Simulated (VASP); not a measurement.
Write the native input for VASP 6.6.1 that does the following.

| Quantity | Value |
| --- | --- |
| Task | single point |
| Functional | LDA |
| Potentials or basis | VASP PAW LDA potentials, release 64 (Nb_sv, H) |
| Cutoff | 520 eV |
| k mesh | 13 × 13 × 13 |
| Occupations | methfessel-paxton, width 0.1 eV |
| Spin | no spin polarisation |
| Dipole correction | no |
| Further INCAR settings | ALGO = Normal; EDIFF = 1e-07; NBANDS = 14 |

The structure of NbH lies in POSCAR:

```
NbH
1.0
   -1.6384810996      1.6384810996      2.0232187431
    1.6384810996     -1.6384810996      2.0232187431
    1.6384810996      1.6384810996     -2.0232187431
Nb H
1 1
Direct
    0.0000000000      0.0000000000      0.0000000000
    0.5000000000      0.5000000000      0.0000000000
```

These files were run (other wordings do the same):

INCAR

```
SYSTEM = NbH
PREC = Accurate ; ENCUT = 520
EDIFF = 1E-7 ; ISMEAR = 1
SIGMA = 0.1 ; LREAL = .False.
LASPH = .True. ; NELM = 100
ALGO = Normal ; ISIF = 2
LWAVE = .False. ; LCHARG = .False.
GGA = CA ; NBANDS = 14
```

KPOINTS

```
regular mesh
0
Gamma
  13 13 13
  0 0 0
```

Potentials or basis: VASP PAW LDA potentials, release 64 (Nb_sv, H).

The run is started by

```console
$ cat potpaw_LDA.64/Nb_sv/POTCAR potpaw_LDA.64/H/POTCAR > POTCAR
$ mpirun -np 1 vasp_std > vasp.out
```

It gave:

```
Pressure               : -19.7 GPa
Band gap on the k mesh : zero (band 7 reaches 13.21 eV, above the bottom of band 8 at 9.58 eV)
```

Wall time 76 s on 1 thread of AMD EPYC 7R13 Processor (Zen 3) (shared host), peak memory 0.14 GiB.
